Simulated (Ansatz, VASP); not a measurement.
# One calculation of TiC, two programs

```
CELL_PARAMETERS angstrom
0.00000 2.16572 2.16572
2.16572 0.00000 2.16572
2.16572 2.16572 0.00000
ATOMIC_POSITIONS crystal
Ti 0.00000 0.00000 0.00000
C 0.50000 0.50000 0.50000
```

Alike in both runs: task relaxation of cell and atoms; functional PBEsol; k mesh 16 × 16 × 16; occupations gaussian, width 0.1 eV; no spin polarisation.

```csv
,VASP,Ansatz
version,VASP 6.6.1,Ansatz 0.2.0
potentials or method,"VASP PAW PBE potentials, release 64 (Ti_sv, C), cutoff 600 eV","scalar-relativistic, plane waves, PAW"
valence electrons in the cell,16,16
```

```csv
,VASP,Ansatz,Ansatz less VASP
"gap on the k mesh at the Fermi level, each at its own relaxed structure (eV)",none,none,-
relaxed volume (Å³/atom),9.90,9.89,-0.005
relaxed cell length with the largest relative difference (Å),3.036,3.036,-0.0005
```

VASP's potentials were made for PBE, not for PBEsol. A gap of «none» marks a metal or a gap that the smearing closes.
